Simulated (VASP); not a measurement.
A run of VASP 6.6.1 is set up as follows.

Contents of INCAR:

```
SYSTEM = KCl
PREC = Accurate
ENCUT = 400
EDIFF = 1E-8
ISMEAR = -1
SIGMA = 0.01
LREAL = .FALSE.
LASPH = .TRUE.
NELM = 120
ALGO = Normal
ISIF = 2
LWAVE = .FALSE.
LCHARG = .FALSE.
GGA = PS
LEFG = .TRUE.
NBANDS = 15
GGA_COMPAT = .FALSE.
```

File KPOINTS:

```
regular mesh
0
G
  7 7 7
  0 0 0
```

Contents of POSCAR:

```
KCl
1.0
    3.7066800000      0.0000000000      0.0000000000
    0.0000000000      3.7066800000      0.0000000000
    0.0000000000      0.0000000000      3.6340000000
K Cl
1 1
Direct
    0.0000000000      0.0000000000      0.0000000000
    0.5000000000      0.5000000000      0.5000000000
```

Potentials or basis: VASP PAW PBE potentials, release 64 (K_sv, Cl).

Launch:

```bash
$ cat potpaw_PBE.64/K_sv/POTCAR potpaw_PBE.64/Cl/POTCAR > POTCAR
$ mpirun -np 1 vasp_std > vasp.out
```

(1) What does it give for the pressure?

(2) What does it give for the band gap on the k mesh?

Results:

(1) 1.2 GPa.

(2) 5.12 eV (least direct gap 5.31 eV).

Caveat: the cell differs from its parent crystal (equal xx and yy strain of +2 %); without QUAD_EFG the Cq values of the log hold for a quadrupole moment of 1 mb, not for the nuclei; the PAW data sets were made with another functional, which shifts forces and pressure a little.
